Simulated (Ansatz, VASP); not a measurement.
**Two plane-wave programs on Ti**

```
Ti
1.0
    -1.43355    1.43355    2.15032
     1.43355   -1.43355    2.15032
     1.43355    1.43355   -2.15032
Ti
1
Direct
  0.00000 0.00000 0.00000
```

Alike in both runs: task single point; functional PBEsol; k mesh 22 × 22 × 22; occupations gaussian, width 0.15 eV; no spin polarisation.

```csv
,VASP,Ansatz
version,VASP 6.6.1,Ansatz 0.2.0
potentials or method,"VASP PAW PBE potentials, release 64 (Ti_sv), cutoff 520 eV","scalar-relativistic, plane waves, PAW"
valence electrons in the cell,12,12
```

VASP gave:

| Property | Result |
| --- | --- |
| gap on the k mesh at the Fermi level (eV) | none |
| pressure (GPa) | -6.0 |
| traceless stress, the component that is largest in VASP (GPa) | -1.28 |

Problem. What did Ansatz give for the same quantities?

Solution. gap on the k mesh at the Fermi level (eV): none; pressure (GPa): -6.0; traceless stress, the component that is largest in VASP (GPa): -1.27.

VASP's potentials were made for PBE, not for PBEsol. A gap of «none» marks a metal or a gap that the smearing closes.
